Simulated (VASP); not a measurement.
Crystal: ScAl3.

```xyz
4
Lattice="3.0106 0.0000 0.0000 -1.5053 2.6073 0.0000 0.0000 0.0000 9.4351" Properties=species:S:1:pos:R:3 pbc="T T T"
Sc    1.5053    0.8691    0.0000
Al    0.0000    1.7382    6.9953
Al    0.0000    1.7382    2.4398
Al    1.5053    0.8691    4.7175
```

| Item | Value |
| --- | --- |
| Program | VASP 6.6.1 |
| Task | relaxation of cell and atoms |
| Functional | PBE |
| Potentials or basis | VASP PAW PBE potentials, release 64 (Sc_sv, Al) |
| Cutoff | 600 eV |
| k mesh | 18 × 18 × 6 |
| Occupations | gaussian, width 0.1 eV |
| Spin | no spin polarisation |

At the start: pressure -0.3 GPa; volume 18.52 Å³/atom.

Task: How do energy, volume and symmetry change on relaxing?

Result: Over 9 steps the energy falls by 5.1 meV/atom and the volume is 18.54 Å³/atom (+0.1 %); space group P-6m2 (No. 187, to 0.05 Å).

The path:
| step | energy change (eV) | largest force (eV/Å) | pressure (GPa) | volume (Å³) |
| --- | --- | --- | --- | --- |
| 1 | 0.0000 | 0.0472 | -0.30 | 74.06 |
| 2 | -0.0154 | 0.0555 | 0.26 | 73.68 |
| 3 | -0.0183 | 0.0596 | 0.66 | 73.43 |
| 4 | -0.0202 | 0.0362 | -0.12 | 74.26 |
| 5 | -0.0202 | 0.0382 | -0.07 | 74.20 |
| 6 | -0.0204 | 0.0243 | -0.02 | 74.17 |
| 7 | -0.0205 | 0.0063 | 0.03 | 74.13 |
| 8 | -0.0205 | 0.0052 | 0.03 | 74.13 |
| 9 | -0.0205 | 0.0003 | -0.03 | 74.17 |

Final structure:
```yaml
crystal:
  lattice:
    - [3.04991, 0.00000, 0.00000]
    - [-1.52496, 2.64130, 0.00000]
    - [0.00000, 0.00000, 9.20712]
  atoms:
    - { symbol: Sc, position: [0.66667, 0.33333, 0.00000] }
    - { symbol: Al, position: [0.33333, 0.66667, 0.73995] }
    - { symbol: Al, position: [0.33333, 0.66667, 0.26005] }
    - { symbol: Al, position: [0.66667, 0.33333, 0.50000] }
```
